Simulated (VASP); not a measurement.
# Tl (P6/mmm) in VASP: notebook, part 2 of 2

VASP 6.6.1. The steps go on from the part before.

### 4 Single point, r2SCAN (33.89 Å³/atom)

This run uses another cell than the first one, of 33.89 Å³/atom.

Contents of POSCAR:

```
Tl
1.0
    5.7560771519      0.0000000000      0.0000000000
   -2.8780385760      4.9849090397      0.0000000000
    0.0000000000      0.0000000000      3.5433796949
Tl
3
Direct
    0.0000000000      0.0000000000      0.0000000000
    0.3333333333      0.6666666667      0.5000000000
    0.6666666667      0.3333333333      0.5000000000
```

Contents of INCAR.step1:

```
SYSTEM = Tl
PREC = Accurate
ENCUT = 520
ISMEAR = -1
SIGMA = 0.1
LREAL = .False.
LASPH = .True.
NELM = 80
NBANDS = 26
GGA = PE
ALGO = Normal
EDIFF = 1E-4
LWAVE = .True.
LCHARG = .False.
```

Contents of INCAR.step2:

```
SYSTEM = Tl
PREC = Accurate
ENCUT = 520
EDIFF = 1E-7
ISMEAR = -1
SIGMA = 0.1
LREAL = .False.
LASPH = .True.
NELM = 80
ALGO = Normal
ISIF = 2
LWAVE = .False.
LCHARG = .False.
METAGGA = R2SCAN
LMIXTAU = .True.
NBANDS = 26
ISTART = 1
```

Contents of KPOINTS:

```
Automatic mesh
0
Gamma
  8 8 10
  0 0 0
```

Potentials or basis: VASP PAW PBE potentials, release 64 (Tl_d).

On the command line:

```
> cat potpaw_PBE.64/Tl_d/POTCAR > POTCAR
> cp INCAR.step1 INCAR
> mpirun -np 1 vasp_std > vasp.out
> cp INCAR.step2 INCAR
> mpirun -np 1 vasp_std > vasp.out
```

OUTCAR:

```text
SYSTEM = Tl
   PREC = Accurate
   ENCUT = 520
   EDIFF = 1E-7
   ISMEAR = -1
   LREAL = .False.
   LASPH = .True.
   NELM = 80
   ISIF = 2
   METAGGA = R2SCAN
   ISTART = 1

 ion  position               nearest neighbor table
   1  0.000  0.000  0.000-   2 3.77   3 3.77   2 3.77   3 3.77   3 3.77   3 3.77   2 3.77   2 3.77
                             3 3.77   3 3.77   2 3.77   2 3.77
   2  0.333  0.667  0.500-   3 3.32   3 3.32   3 3.32   1 3.77   1 3.77   1 3.77   1 3.77   1 3.77
                             1 3.77
   3  0.667  0.333  0.500-   2 3.32   2 3.32   2 3.32   1 3.77   1 3.77   1 3.77   1 3.77   1 3.77
[... 896 lines left out ...]
  Direction    XX          YY          ZZ          XY          YZ          ZX
  --------------------------------------------------------------------------------------
  -------------------------------------------------------------------------------------
  Total       -1.4003225     -1.4003225     -1.8201212      0.0000000      0.0000000      0.0000000
  in kB      -22.0666864    -22.0666864    -28.6819947      0.0000000      0.0000000      0.0000000
  external PRESSURE =     -24.2717892 kB  Pullay stress =       0.0000000 kB

 VOLUME and BASIS-vectors are now :
 -----------------------------------------------------------------------------
  energy-cutoff  :      520.00
  volume of cell :      101.67
      direct lattice vectors                 reciprocal lattice vectors
     5.756077152  0.000000000  0.000000000     0.173729430  0.100302733  0.000000000
    -2.878038576  4.984909040  0.000000000     0.000000000  0.200605466  0.000000000
     0.000000000  0.000000000  3.543379695     0.000000000  0.000000000  0.282216439

 POSITION                                       TOTAL-FORCE (eV/Angst)
 -----------------------------------------------------------------------------------
      0.00000      0.00000      0.00000         0.000000      0.000000      0.000000
     -0.00000      3.32327      1.77169        -0.000000     -0.000000      0.000000
      2.87804      1.66164      1.77169         0.000000      0.000000      0.000000
 -----------------------------------------------------------------------------------
    total drift:                               -0.000000      0.000000     -0.000000

  FREE ENERGIE OF THE ION-ELECTRON SYSTEM (eV)
  ---------------------------------------------------
  free  energy   TOTEN  =      -159.4122053490 eV

  energy  without entropy=     -159.3516143270  energy(sigma->0) =     -159.38190984
```

OUTCAR.step1:

```text
SYSTEM = Tl
   PREC = Accurate
   ENCUT = 520
   ISMEAR = -1
   LREAL = .False.
   LASPH = .True.
   NELM = 80
[... 923 lines left out ...]
      0.00000      0.00000      0.00000         0.000000      0.000000      0.000000
     -0.00000      3.32327      1.77169         0.000000      0.000000      0.000000
      2.87804      1.66164      1.77169        -0.000000      0.000000      0.000000
 -----------------------------------------------------------------------------------
    total drift:                               -0.000000      0.000000     -0.000000

  FREE ENERGIE OF THE ION-ELECTRON SYSTEM (eV)
  ---------------------------------------------------
  free  energy   TOTEN  =        -6.6175916608 eV

  energy  without entropy=       -6.5544287847  energy(sigma->0) =       -6.58601022
```

It took 6.1 min on 1 thread of Intel Xeon Platinum 8488C (Sapphire Rapids), shared host; peak memory 0.33 GiB.

Results:

```
Free energy            : -159.4122 eV
Pressure               : -2.4 GPa
Band gap on the k mesh : zero (an odd number of electrons rules out a gap without spin polarisation)
```

Caveat: the PAW data sets were made with another functional, which shifts forces and pressure a little; spin-orbit coupling is left out, which moves the levels of the heavy elements.

### 5 Single point, r2SCAN

This run uses another cell than the first one, of 30.26 Å³/atom.

Contents of POSCAR:

```
Tl
1.0
    5.5426901206      0.0000000000      0.0000000000
   -2.7713450603      4.8001104497      0.0000000000
    0.0000000000      0.0000000000      3.4120209146
Tl
3
Direct
    0.0000000000      0.0000000000      0.0000000000
    0.3333333333      0.6666666667      0.5000000000
    0.6666666667      0.3333333333      0.5000000000
```

Contents of INCAR.step1:

```
PREC = Accurate
ENCUT = 520
ISMEAR = -1
SIGMA = 0.1
LREAL = F
LASPH = T
NELM = 60
NBANDS = 26
GGA = PE
ALGO = Normal
EDIFF = 1E-4
LWAVE = T
LCHARG = F
```

Contents of INCAR.step2:

```
PREC = Accurate
ENCUT = 520
EDIFF = 1E-6
ISMEAR = -1
SIGMA = 0.1
LREAL = F
LASPH = T
NELM = 60
ALGO = Normal
ISIF = 2
LWAVE = F
LCHARG = F
METAGGA = R2SCAN
LMIXTAU = T
NBANDS = 26
ISTART = 1
```

Contents of KPOINTS:

```
Automatic mesh
0
Gamma
  9 9 12
```

On the command line:

```
> cat potpaw_PBE.64/Tl_d/POTCAR > POTCAR
> cp INCAR.step1 INCAR
> mpirun -np 1 vasp_std > vasp.out
> cp INCAR.step2 INCAR
> mpirun -np 1 vasp_std > vasp.out
```

Wall time 7.3 min (1 thread of Intel Xeon Platinum 8488C (Sapphire Rapids), shared host); peak memory 0.32 GiB.

Results (log left out):

```yaml
Free_energy: -159.5122 eV
Pressure: 0.2 GPa
Band_gap_on_the_k_mesh: zero (an odd number of electrons rules out a gap without spin polarisation)
```

Stress tensor (GPa, compression positive):
```
 0.74  0.00  0.00
 0.00  0.74  0.00
 0.00  0.00 -0.79
```

Levels at points of the mesh, in eV from the Fermi level:
| k point | band 17 | band 18 | band 19 | band 20 | band 21 | band 22 |
| --- | --- | --- | --- | --- | --- | --- |
| (0.00, 0.00, 0.00) | -4.79 | -4.39 | -0.41 | -0.41 | -0.22 | -0.22 |
| (0.00, 0.00, 0.50) | -5.75 | -2.16 | 0.01 | 0.79 | 1.44 | 1.44 |

Caveat: the PAW data sets were made with another functional, which shifts forces and pressure a little; spin-orbit coupling is left out, which moves the levels of the heavy elements.

### 6 The runs side by side

| cell | k mesh | gap on the mesh (eV) | pressure (GPa) |
| --- | --- | --- | --- |
| a = 5.616, b = 5.616, c = 3.457 Å, angles 90.0, 90.0, 120.0°, 3 atoms | 8 × 8 × 10 | none | -0.9 |
| a = 5.687, b = 5.687, c = 3.501 Å, angles 90.0, 90.0, 120.0°, 3 atoms | 8 × 8 × 10 | none | -1.8 |
| a = 5.756, b = 5.756, c = 3.543 Å, angles 90.0, 90.0, 120.0°, 3 atoms | 8 × 8 × 10 | none | -2.4 |
| a = 5.543, b = 5.543, c = 3.412 Å, angles 90.0, 90.0, 120.0°, 3 atoms | 9 × 9 × 12 | none | 0.2 |

Alike in all rows: task single point; level r2SCAN; potentials or basis VASP PAW PBE potentials, release 64 (Tl_d); no spin polarisation; cutoff (eV) 520; smearing fermi-dirac 0.1 eV.

Caveats: the PAW data sets were made with another functional, which shifts forces and pressure a little; spin-orbit coupling is left out, which moves the levels of the heavy elements.

Absolute energies hang on the potentials; compare differences alone.
